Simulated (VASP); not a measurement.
Wanted: the native input for a VASP 6.6.1 run.

* Task: single point
* Functional: PBE
* Potentials or basis: VASP PAW PBE potentials, release 64 (La, Nb_sv, O)
* Cutoff: 520 eV
* k mesh: 10 × 10 × 6
* Occupations: gaussian, width 0.1 eV
* Spin: no spin polarisation
* Dipole correction: no
* Further INCAR settings: ALGO = Normal; EDIFF = 1e-07; NBANDS = 44

The structure of LaNb4O lies in POSCAR:

```
LaNb4O
1.0
    3.9481647890      0.0000000000      0.0000000000
    0.0000000000      3.9481647890      0.0000000000
    0.0000000000      0.0000000000      7.9616170157
La Nb O
1 4 1
Direct
    0.0000000000      0.0000000000      0.0000000000
    0.5000000000      0.0000000000      0.6655567382
    0.0000000000      0.5000000000      0.3344432618
    0.5000000000      0.0000000000      0.3344432618
    0.0000000000      0.5000000000      0.6655567382
    0.5000000000      0.5000000000      0.5000000000
```

The cell was generated, and may not be a known phase.

The input as run:

INCAR

```
  PREC = Accurate
  ENCUT = 520
  EDIFF = 1E-7
  ISMEAR = 0
  SIGMA = 0.1
  LREAL = False
  LASPH = True
  NELM = 60
  ALGO = Normal
  ISIF = 2
  LWAVE = False
  LCHARG = True
  GGA = PE
  LELF = True
  LVHAR = True
  NBANDS = 44
```

KPOINTS

```
regular mesh
0
Gamma
  10 10 6
```

Potentials or basis: VASP PAW PBE potentials, release 64 (La, Nb_sv, O).

Launch:

```console
$ cat potpaw_PBE.64/La/POTCAR potpaw_PBE.64/Nb_sv/POTCAR potpaw_PBE.64/O/POTCAR > POTCAR
$ mpirun -np 1 vasp_std > vasp.out
```

Results of the run:

```yaml
Pressure: -0.1 GPa
Largest_force: 0.009 eV/Å
Band_gap_on_the_k_mesh: zero (an odd number of electrons rules out a gap without spin polarisation)
```

Caveat: spin-orbit coupling is left out, which moves the levels of the heavy elements.

Run time: 4.8 min on 1 thread of Intel(R) Xeon(R) 6975P-C (Granite Rapids), with other jobs on the host, peak memory 0.53 GiB.
